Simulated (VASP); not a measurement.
The system is AlO2.

```xyz
6
Lattice="1.4882 -5.4028 0.0000 1.4882 5.4028 0.0000 0.0000 0.0000 3.6466" Properties=species:S:1:pos:R:3 pbc="T T T"
Al    1.4882   -1.8168    2.7350
Al    1.4882    1.8168    0.9117
O     1.4882    4.7429    2.7350
O     1.4882   -4.7429    0.9117
O     1.4882    2.2240    2.7350
O     1.4882   -2.2240    0.9117
```

Base run:

| Item | Value |
| --- | --- |
| Program | VASP 6.6.1 |
| Functional | PBE |
| Potentials or basis | VASP PAW PBE potentials, release 64 (Al, O) |
| Cutoff | 520 eV |
| k mesh | 9 × 9 × 7 |
| Occupations | fermi-dirac, width 0.05 eV |
| Spin | no spin polarisation |

Its results: band gap on the k mesh zero (band 15 reaches 4.27 eV, above the bottom of band 16 at 3.87 eV); pressure -1.3 GPa; largest force 0.699 eV/Å.

**Question.** The run is repeated on the same cell with these changes: functional from PBE to PBEsol. What comes out?

**Answer.** Band gap on the k mesh zero (band 15 reaches 4.17 eV, above the bottom of band 16 at 3.77 eV); pressure -5.9 GPa; largest force 0.651 eV/Å.

PBEsol binds more tightly than PBE, so the same cell stands under less pressure.

Caveats: the PAW data sets were made with another functional, which shifts forces and pressure a little (some runs).
